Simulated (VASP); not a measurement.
# BaTiO3 (P1) in VASP: further runs

BaTiO3 is run at these levels: PBE; tasks: single point.

Everything below comes from runs of VASP 6.6.1. Logs are shortened: lines on timing, memory, paths and dates and some standing lists are left out, and cuts for length are marked.

## 1. The cell of the first run

The typed cell holds 5 atoms: a = 3.968 Å, b = 4.203 Å, c = 3.987 Å, α = 90.27°, β = 91.09°, γ = 88.62°.

## 2. Single point, PBE

Contents of INCAR:

```
ALGO = Normal
EDIFF = 1E-7
ENCUT = 520
GGA = PE
ISIF = 2
ISMEAR = 0
LASPH = True
LCHARG = True
LELF = True
LREAL = False
LVHAR = True
LWAVE = False
NBANDS = 28
NELM = 100
PREC = Accurate
SIGMA = 0.01
```

Contents of KPOINTS:

```
k-points
0
Gamma
  4 4 4
```

Contents of POSCAR:

```
BaTiO3
1.0
    3.9672358140      0.0490579631     -0.0375771618
    0.0490579631      4.2024924076     -0.0094442070
   -0.0377468780     -0.0094941235      3.9867531763
Ba Ti O
1 1 3
Direct
    0.0085000000      0.9970600000      0.0281600000
    0.5262100000      0.5032200000      0.4668900000
    0.4648300000      0.5315200000      0.0142500000
    0.4559600000      0.9838900000      0.4934600000
    0.0050800000      0.4811500000      0.5275000000
```

Potentials or basis: VASP PAW PBE potentials, release 64 (Ba_sv, Ti_sv, O).

Started as:

```console
$ cat potpaw_PBE.64/Ba_sv/POTCAR potpaw_PBE.64/Ti_sv/POTCAR potpaw_PBE.64/O/POTCAR > POTCAR
$ mpirun -np 1 vasp_std > vasp.out
```

OUTCAR:

```text
EDIFF = 1E-7
   ENCUT = 520
   GGA = PE
   ISIF = 2
   ISMEAR = 0
   LASPH = True
   LREAL = False
   NELM = 100
   PREC = Accurate

 ion  position               nearest neighbor table
   1  0.008  0.997  0.028-   4 2.54   3 2.63   4 2.80   5 2.84   5 2.86   4 2.90   3 2.92   5 2.94
                             3 2.95   5 2.95   4 3.03   3 3.08   2 3.34   2 3.36   2 3.37   2 3.44
   2  0.526  0.503  0.467-   3 1.82   5 1.91   4 2.04   5 2.09   3 2.20   4 2.21   1 3.34   1 3.36
                             1 3.37   1 3.44   1 3.59   1 3.60   1 3.67   1 3.77
   3  0.465  0.532  0.014-   2 1.82   2 2.20   1 2.63   1 2.92   1 2.95   1 3.08
   4  0.456  0.984  0.493-   2 2.04   2 2.21   1 2.54   1 2.80   1 2.90   1 3.03
   5  0.005  0.481  0.528-   2 1.91   2 2.09   1 2.84   1 2.86   1 2.94   1 2.95

  LATTYP: Found a triclinic cell.
 ALAT       =     5.8488039177
 B/A-ratio  =     0.6783809346
 C/A-ratio  =     0.9881171608
 COS(alpha) =     0.0044097203
 COS(beta)  =     0.5231982337
 COS(gamma) =     0.6956669043

  Lattice vectors:

 A1 = (  -4.0162937771,  -4.2515503707,   0.0470213688)
 A2 = (  -3.9672358140,  -0.0490579631,   0.0375771618)
 A3 = (  -0.0113110851,  -4.1929982841,  -3.9773089693)

Analysis of symmetry for initial positions (statically):
=====================================================================
 Subroutine PRICEL returns:
 Original cell was already a primitive cell.

 Routine SETGRP: Setting up the symmetry group for a
 triclinic supercell.

 Subroutine GETGRP returns: Found  1 space group operations
 (whereof  1 operations were pure point group operations)
 out of a pool of  2 trial point group operations.

The static configuration has the point symmetry C_1 .

Analysis of symmetry for dynamics (positions and initial velocities):
=====================================================================
 Subroutine PRICEL returns:
 Original cell was already a primitive cell.

 Routine SETGRP: Setting up the symmetry group for a
 triclinic supercell.

 Subroutine GETGRP returns: Found  1 space group operations
 (whereof  1 operations were pure point group operations)
 out of a pool of  2 trial point group operations.

The dynamic configuration has the point symmetry C_1 .

 Subroutine INISYM returns: Found  1 space group operations
 (whereof  1 operations are pure point group operations),
 and found     1 'primitive' translations

----------------------------------------------------------------------------------------

                                     Primitive cell

  volume of cell :      66.4524

  direct lattice vectors                    reciprocal lattice vectors
     3.967235814  0.049057963 -0.037577162     0.252123546 -0.002937825  0.002380128
     0.049057963  4.202492408 -0.009444207    -0.002937821  0.237989535  0.000538937
    -0.037746878 -0.009494123  3.986753176     0.002369432  0.000536082  0.250854388

  length of vectors
     3.967717068  4.202789349  3.986943172     0.252151895  0.238008277  0.250866151

  position of ions in fractional coordinates (direct lattice)
     0.008500000  0.997060000  0.028160000
     0.526210000  0.503220000  0.466890000
     0.464830000  0.531520000  0.014250000
     0.455960000  0.983890000  0.493460000
     0.005080000  0.481150000  0.527500000

  ion indices of the primitive-cell ions
   primitive index   ion index
                 1           1
                 2           2
                 3           3
                 4           4
                 5           5

----------------------------------------------------------------------------------------

 KPOINTS: k-points

Automatic generation of k-mesh.
 Grid dimensions read from file:
 generate k-points for:    4    4    4

 Generating k-lattice:

  Cartesian coordinates                     Fractional coordinates (reciprocal lattice)
     0.063030887 -0.000734456  0.000595032     0.250000000  0.000000000 -0.000000000
    -0.000734455  0.059497384  0.000134734     0.000000000  0.250000000  0.000000000
[... 49 lines left out ...]

 Free energy of the ion-electron system (eV)
  ---------------------------------------------------
  ext. energy  EPLUGINS =         0.00000000
  ---------------------------------------------------
  free energy    TOTEN  =       -39.50227146 eV

  energy without entropy =      -39.50227146  energy(sigma->0) =      -39.50227146

 E-fermi :   3.6548     XC(G=0): -11.0499

 val. band max:        3.5843542955   @ k =   0.5000   0.5000   0.5000
 cond. band min:       5.7030870128   @ k =   0.0000   0.0000   0.0000
 fundamental gap:      2.1187327173
 Fermi energy:         3.6547521295

 k-point     1 :       0.0000    0.0000    0.0000
  band No.  band energies     occupation
      1     -52.9838      2.00000
      2     -29.2704      2.00000
      3     -29.2020      2.00000
      4     -29.1873      2.00000
      5     -21.3244      2.00000
      6     -13.3698      2.00000
[... 20 lines left out ...]
     27       8.8581      0.00000
     28      10.3747      0.00000

 k-point     2 :       0.2500   -0.0000    0.0000
  band No.  band energies     occupation
      1     -52.9833      2.00000
      2     -29.2696      2.00000
      3     -29.2216      2.00000
      4     -29.1941      2.00000
      5     -21.2658      2.00000
      6     -13.3756      2.00000
[... 20 lines left out ...]
     27       9.8338      0.00000
     28      11.6996      0.00000

 k-point     3 :       0.5000   -0.0000    0.0000
  band No.  band energies     occupation
      1     -52.9827      2.00000
      2     -29.2696      2.00000
      3     -29.2471      2.00000
      4     -29.1940      2.00000
      5     -21.2056      2.00000
      6     -13.4682      2.00000
[... 20 lines left out ...]
     27      11.0792      0.00000
     28      11.6472      0.00000

 k-point     4 :       0.0000    0.2500    0.0000
  band No.  band energies     occupation
      1     -52.9836      2.00000
      2     -29.2699      2.00000
      3     -29.2125      2.00000
      4     -29.1894      2.00000
      5     -21.2852      2.00000
      6     -13.4946      2.00000
[... 578 lines left out ...]
     27      11.3264      0.00000
     28      11.8137      0.00000

 k-point    23 :      -0.0000   -0.2500    0.2500
  band No.  band energies     occupation
      1     -52.9831      2.00000
      2     -29.2955      2.00000
      3     -29.2112      2.00000
      4     -29.1885      2.00000
      5     -21.2364      2.00000
      6     -13.3128      2.00000
[... 20 lines left out ...]
     27      10.7212      0.00000
     28      11.7035      0.00000

 k-point    24 :       0.2500   -0.2500    0.2500
  band No.  band energies     occupation
      1     -52.9825      2.00000
      2     -29.2944      2.00000
      3     -29.2215      2.00000
      4     -29.2041      2.00000
      5     -21.1899      2.00000
      6     -13.1542      2.00000
[... 20 lines left out ...]
     27      10.9489      0.00000
     28      11.4151      0.00000

 [... further k-points ...]
[... 5 lines left out ...]
  --------------------------------------------------------------------------------------
  -------------------------------------------------------------------------------------
  Total        1.4766960     -1.5153692      2.8885943     -0.9698291      0.5263850      0.6855365
  in kB       35.6033710    -36.5357893     69.6444610    -23.3827321     12.6912248     16.5283919
  external PRESSURE =      22.9040142 kB  Pullay stress =       0.0000000 kB

 VOLUME and BASIS-vectors are now :
 -----------------------------------------------------------------------------
  energy-cutoff  :      520.00
  volume of cell :       66.45
      direct lattice vectors                 reciprocal lattice vectors
     3.967235814  0.049057963 -0.037577162     0.252123546 -0.002937825  0.002380128
     0.049057963  4.202492408 -0.009444207    -0.002937821  0.237989535  0.000538937
    -0.037746878 -0.009494123  3.986753176     0.002369432  0.000536082  0.250854388

 POSITION                                       TOTAL-FORCE (eV/Angst)
 -----------------------------------------------------------------------------------
      0.08157      4.19029      0.10253        -0.392500      0.154320     -1.091946
      2.09466      2.13616      1.83685        -0.555643      0.618187      0.990389
      1.86963      2.25638      0.03432         1.047635     -0.956436      0.158249
      1.83854      4.15247      1.94088         1.386300      0.107956      0.425836
      0.02385      2.01727      2.09828        -1.485792      0.075972     -0.482528
 -----------------------------------------------------------------------------------
    total drift:                               -0.000008     -0.000072     -0.000476

  FREE ENERGIE OF THE ION-ELECTRON SYSTEM (eV)
  ---------------------------------------------------
  free  energy   TOTEN  =       -39.5022714573 eV

  energy  without entropy=      -39.5022714573  energy(sigma->0) =      -39.50227146
```

Wall time 2.3 min (1 thread of Intel Xeon 8259CL, shared host); peak memory 0.22 GiB.

Results:

- Free energy: -39.5023 eV
- Pressure: 2.3 GPa
- Largest force: 1.564 eV/Å
- Band gap on the k mesh: 2.12 eV (least direct gap 2.45 eV)

Forces in eV/Å, atoms in the order of the input:
```
Ba  -0.393  0.154 -1.092
Ti  -0.556  0.618  0.990
O    1.048 -0.956  0.158
O    1.386  0.108  0.426
O   -1.486  0.076 -0.483
```

Levels at points of the mesh, in eV from the valence-band top:
| k point | band 18 | band 19 | band 20 | band 21 | band 22 | band 23 |
| --- | --- | --- | --- | --- | --- | --- |
| (0.00, 0.00, 0.00) | -0.85 | -0.44 | -0.33 | 2.12 | 2.28 | 2.96 |
| (0.50, 0.00, 0.00) | -1.74 | -0.82 | -0.73 | 2.31 | 3.58 | 3.76 |
| (0.00, 0.50, 0.00) | -1.24 | -1.17 | -0.77 | 2.90 | 3.02 | 3.36 |
| (0.50, 0.50, 0.00) | -1.37 | -1.28 | -0.14 | 3.22 | 3.69 | 3.78 |
| (0.00, 0.00, 0.50) | -1.47 | -1.07 | -0.77 | 2.43 | 3.41 | 3.73 |
| (0.50, 0.00, 0.50) | -0.68 | -0.48 | -0.13 | 3.57 | 3.67 | 3.90 |
| (0.00, 0.50, 0.50) | -1.13 | -1.09 | -0.25 | 3.07 | 3.72 | 3.79 |
| (0.50, 0.50, 0.50) | -0.18 | -0.05 | 0.00 | 3.69 | 3.89 | 4.04 |

Caveat: spin-orbit coupling is left out, which moves the levels of the heavy elements; forces of over 1 eV/Å act on the atoms, so gaps and moduli don't describe the material at rest.

## 3. Single point, PBE

This run uses another cell than the first one, of 13.36 Å³/atom.

Contents of INCAR:

```
ALGO = Normal ; EDIFF = 1E-6
ENCUT = 520 ; GGA = PE
ISIF = 2 ; ISMEAR = 0
LASPH = True ; LCHARG = False
LREAL = False ; LWAVE = False
NBANDS = 28 ; NELM = 60
PREC = Accurate ; SIGMA = 0.01
```

KPOINTS is that of step 2.

Edit POSCAR of step 2 so:

```diff
@@ -2,5 +2,5 @@
 1.0
-    3.9672358140      0.0490579631     -0.0375771618
-    0.0490579631      4.2024924076     -0.0094442070
-   -0.0377468780     -0.0094941235      3.9867531763
+    3.9738700000      0.0491400000     -0.0376400000
+    0.0491400000      4.2095200000     -0.0094600000
+   -0.0378100000     -0.0095100000      3.9934200000
 Ba Ti O
```

Potentials or basis: VASP PAW PBE potentials, release 64 (Ba_sv, Ti_sv, O).

Started as:

```console
$ cat potpaw_PBE.64/Ba_sv/POTCAR potpaw_PBE.64/Ti_sv/POTCAR potpaw_PBE.64/O/POTCAR > POTCAR
$ mpirun -np 1 vasp_std > vasp.out
```

Run time: 1.8 min. Hardware: 1 thread of Intel Xeon 8259CL, shared host; peak memory 0.22 GiB.

It converged, with:

* Free energy: -39.5066 eV
* Pressure: 1.5 GPa
* Largest force: 1.583 eV/Å
* Band gap on the k mesh: 2.11 eV (least direct gap 2.44 eV)

Forces in eV/Å, atoms in the order of the input:
```
Ba  -0.373  0.148 -1.075
Ti  -0.545  0.636  0.942
O    1.047 -0.951  0.210
O    1.376  0.091  0.413
O   -1.504  0.076 -0.490
```

Stress tensor (GPa, compression positive):
```
 2.67 -2.29  1.57
-2.29 -4.31  1.27
 1.57  1.27  6.04
```

Levels at points of the mesh, in eV from the valence-band top:
| k point | band 17 | band 18 | band 19 | band 20 | band 21 | band 22 | band 23 | band 24 |
| --- | --- | --- | --- | --- | --- | --- | --- | --- |
| (0.00, 0.00, 0.00) | -1.15 | -0.85 | -0.44 | -0.33 | 2.11 | 2.27 | 2.94 | 3.81 |
| (0.50, 0.00, 0.00) | -1.80 | -1.73 | -0.82 | -0.73 | 2.30 | 3.56 | 3.73 | 3.94 |
| (0.00, 0.50, 0.00) | -1.57 | -1.24 | -1.16 | -0.77 | 2.88 | 3.00 | 3.33 | 4.50 |
| (0.50, 0.50, 0.00) | -1.41 | -1.37 | -1.28 | -0.14 | 3.20 | 3.66 | 3.75 | 4.74 |
| (0.00, 0.00, 0.50) | -1.83 | -1.47 | -1.07 | -0.77 | 2.41 | 3.39 | 3.70 | 3.96 |
| (0.50, 0.00, 0.50) | -1.44 | -0.68 | -0.48 | -0.13 | 3.55 | 3.64 | 3.87 | 4.29 |
| (0.00, 0.50, 0.50) | -1.57 | -1.13 | -1.09 | -0.25 | 3.05 | 3.70 | 3.76 | 4.67 |
| (0.50, 0.50, 0.50) | -2.17 | -0.18 | -0.05 | 0.00 | 3.67 | 3.87 | 4.01 | 5.75 |

Caveat: spin-orbit coupling is left out, which moves the levels of the heavy elements; forces of over 1 eV/Å act on the atoms, so gaps and moduli don't describe the material at rest. A k mesh can miss the band edges.

## 4. Single point, PBE

This run uses another cell than the first one, of 13.36 Å³/atom.

Contents of INCAR:

```
SYSTEM = BaTiO3
ALGO     = Normal         ! electronic algorithm
EDIFF    = 1E-6           ! SCF threshold, eV
ENCUT    = 520            ! plane-wave cutoff, eV
GGA      = PE             ! functional
ISIF     = 2              ! what is computed and relaxed
ISMEAR   = 0              ! smearing method
LASPH    = .True.         ! aspherical terms in the spheres
LCHARG   = .True.         ! write CHGCAR
LELF     = .True.         ! ELF
LREAL    = .False.        ! projectors in reciprocal space
LVHAR    = .True.       
LWAVE    = .False.        ! write WAVECAR
NBANDS   = 28             ! bands
NELM     = 100            ! most SCF steps
PREC     = Accurate       ! precision mode
SIGMA    = 0.01           ! smearing width, eV
```

Contents of KPOINTS:

```
k-points
0
Gamma
  4 4 4
  0 0 0
```

Edit POSCAR of step 3 so:

```diff
@@ -8,3 +8,3 @@
 Direct
-    0.0085000000      0.9970600000      0.0281600000
+    0.0097585132      0.9970453354      0.0281718274
     0.5262100000      0.5032200000      0.4668900000
```

Started as:

```console
$ cat potpaw_PBE.64/Ba_sv/POTCAR potpaw_PBE.64/Ti_sv/POTCAR potpaw_PBE.64/O/POTCAR > POTCAR
$ mpirun -np 1 vasp_std > vasp.out
```

It took 1.8 min on 1 thread of Intel Xeon 8259CL, shared host; peak memory 0.22 GiB.

Results (log left out):

```yaml
Free_energy: -39.5047 eV
Pressure: 1.5 GPa
Largest_force: 1.579 eV/Å
Band_gap_on_the_k_mesh: 2.11 eV (least direct gap 2.44 eV)
```

Forces in eV/Å, atoms in the order of the input:
```
Ba  -0.409  0.154 -1.081
Ti  -0.528  0.635  0.943
O    1.052 -0.956  0.210
O    1.385  0.090  0.418
O   -1.499  0.076 -0.490
```

Stress tensor (GPa, compression positive):
```
 2.74 -2.31  1.63
-2.31 -4.29  1.27
 1.63  1.27  6.09
```

Levels at points of the mesh, in eV from the valence-band top:
| k point | band 18 | band 19 | band 20 | band 21 | band 22 | band 23 |
| --- | --- | --- | --- | --- | --- | --- |
| (0.00, 0.00, 0.00) | -0.85 | -0.44 | -0.33 | 2.11 | 2.27 | 2.94 |
| (0.50, 0.00, 0.00) | -1.74 | -0.82 | -0.73 | 2.30 | 3.56 | 3.73 |
| (0.00, 0.50, 0.00) | -1.23 | -1.16 | -0.77 | 2.88 | 3.00 | 3.33 |
| (0.50, 0.50, 0.00) | -1.37 | -1.28 | -0.14 | 3.20 | 3.66 | 3.76 |
| (0.00, 0.00, 0.50) | -1.46 | -1.06 | -0.77 | 2.41 | 3.39 | 3.70 |
| (0.50, 0.00, 0.50) | -0.68 | -0.48 | -0.13 | 3.55 | 3.64 | 3.87 |
| (0.00, 0.50, 0.50) | -1.13 | -1.09 | -0.25 | 3.05 | 3.70 | 3.77 |
| (0.50, 0.50, 0.50) | -0.18 | -0.06 | 0.00 | 3.67 | 3.87 | 4.01 |

Caveat: spin-orbit coupling is left out, which moves the levels of the heavy elements; forces of over 1 eV/Å act on the atoms, so gaps and moduli don't describe the material at rest. A k mesh can miss the band edges.

## 5. Single point, PBE

This run uses another cell than the first one, of 13.36 Å³/atom.

Contents of INCAR:

```
SYSTEM = BaTiO3
ALGO     = Normal         ! electronic algorithm
EDIFF    = 1E-6           ! SCF threshold, eV
ENCUT    = 520            ! plane-wave cutoff, eV
GGA      = PE             ! functional
ISIF     = 2              ! what is computed and relaxed
ISMEAR   = 0              ! smearing method
LASPH    = .TRUE.         ! aspherical terms in the spheres
LCHARG   = .TRUE.         ! write CHGCAR
LELF     = .TRUE.         ! ELF
LREAL    = .FALSE.        ! projectors in reciprocal space
LVHAR    = .TRUE.       
LWAVE    = .FALSE.        ! write WAVECAR
NBANDS   = 28             ! bands
NELM     = 100            ! most SCF steps
PREC     = Accurate       ! precision mode
SIGMA    = 0.01           ! smearing width, eV
```

Contents of KPOINTS:

```
k-points
0
G
  4 4 4
  0 0 0
```

Edit POSCAR of step 4 so:

```diff
@@ -8,3 +8,3 @@
 Direct
-    0.0097585132      0.9970453354      0.0281718274
+    0.0072414868      0.9970746646      0.0281481726
     0.5262100000      0.5032200000      0.4668900000
```

Started as:

```console
$ cat potpaw_PBE.64/Ba_sv/POTCAR potpaw_PBE.64/Ti_sv/POTCAR potpaw_PBE.64/O/POTCAR > POTCAR
$ mpirun -np 1 vasp_std > vasp.out
```

It took 100 s on 1 thread of Intel Xeon 8259CL, shared host; peak memory 0.22 GiB.

Results (log left out):

* Free energy: -39.5084 eV
* Pressure: 1.4 GPa
* Largest force: 1.588 eV/Å
* Band gap on the k mesh: 2.11 eV (least direct gap 2.44 eV)

Forces in eV/Å, atoms in the order of the input:
```
Ba  -0.338  0.142 -1.068
Ti  -0.562  0.637  0.941
O    1.042 -0.947  0.209
O    1.366  0.092  0.407
O   -1.508  0.075 -0.490
```

Stress tensor (GPa, compression positive):
```
 2.61 -2.26  1.52
-2.26 -4.34  1.28
 1.52  1.28  6.00
```

Levels at points of the mesh, in eV from the valence-band top:
```csv
k point,band 16,band 17,band 18,band 19,band 20,band 21,band 22,band 23,band 24,band 25
"(0.00, 0.00, 0.00)",-1.46,-1.15,-0.84,-0.44,-0.33,2.11,2.27,2.94,3.81,4.54
"(0.50, 0.00, 0.00)",-2.01,-1.80,-1.73,-0.82,-0.73,2.30,3.56,3.73,3.94,5.58
"(0.00, 0.50, 0.00)",-2.06,-1.57,-1.24,-1.16,-0.77,2.88,3.00,3.33,4.49,5.20
"(0.50, 0.50, 0.00)",-2.31,-1.41,-1.37,-1.28,-0.14,3.20,3.66,3.75,4.73,6.52
"(0.00, 0.00, 0.50)",-1.95,-1.83,-1.47,-1.07,-0.77,2.41,3.39,3.70,3.96,5.70
"(0.50, 0.00, 0.50)",-2.94,-1.44,-0.68,-0.48,-0.14,3.55,3.64,3.87,4.29,7.09
"(0.00, 0.50, 0.50)",-2.15,-1.58,-1.13,-1.09,-0.24,3.05,3.70,3.76,4.67,6.74
"(0.50, 0.50, 0.50)",-2.27,-2.17,-0.18,-0.05,0.00,3.66,3.87,4.01,5.75,6.09
```

Caveat: spin-orbit coupling is left out, which moves the levels of the heavy elements; forces of over 1 eV/Å act on the atoms, so gaps and moduli don't describe the material at rest.
